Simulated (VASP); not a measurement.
Se:

```
CELL_PARAMETERS angstrom
4.35567 0.00000 0.00000
-2.17783 3.77212 0.00000
0.00000 0.00000 4.94400
ATOMIC_POSITIONS crystal
Se 0.22540 0.00000 0.33333
Se 0.00000 0.22540 0.66666
Se 0.77460 0.77460 0.00000
```

- Program: VASP 6.6.1
- Task: relaxation of cell and atoms
- Functional: r2SCAN
- Potentials or basis: VASP PAW PBE potentials, release 64 (Se)
- Cutoff: 600 eV
- k mesh: 5 × 5 × 4
- Occupations: fermi-dirac, width 0.035 eV
- Spin: no spin polarisation

At the start: pressure 1.7 GPa; volume 27.08 Å³/atom.

Question: Where does the relaxation end?

Answer: Over 10 steps the energy falls by 6.8 meV/atom and the volume is 29.17 Å³/atom (+7.7 %); space group P3_121 (No. 152, to 0.1 Å) before and after.

Step by step:
| step | energy change (eV) | largest force (eV/Å) | pressure (GPa) | volume (Å³) |
| --- | --- | --- | --- | --- |
| 1 | 0.0000 | 0.1269 | 1.73 | 81.23 |
| 2 | -0.0026 | 0.3771 | -1.17 | 84.71 |
| 3 | -0.0110 | 0.1510 | 0.11 | 83.05 |
| 4 | -0.0137 | 0.1103 | 0.11 | 83.53 |
| 5 | -0.0167 | 0.0059 | 0.09 | 84.80 |
| 6 | -0.0179 | 0.0012 | 0.03 | 85.34 |
| 7 | -0.0200 | 0.0218 | -0.12 | 86.95 |
| 8 | -0.0202 | 0.0296 | -0.17 | 87.59 |
| 9 | -0.0179 | 0.1546 | 0.68 | 87.16 |
| 10 | -0.0204 | 0.0088 | 0.00 | 87.50 |

Final structure:
```
CELL_PARAMETERS angstrom
4.49799 0.00000 0.00000
-2.24899 3.89542 -0.00006
0.00000 -0.00008 4.99388
ATOMIC_POSITIONS crystal
Se 0.21740 0.00000 0.33333
Se 0.00000 0.21741 0.66666
Se 0.78260 0.78259 0.00000
```

Caveat: the PAW data sets were made with another functional, which shifts forces and pressure a little.
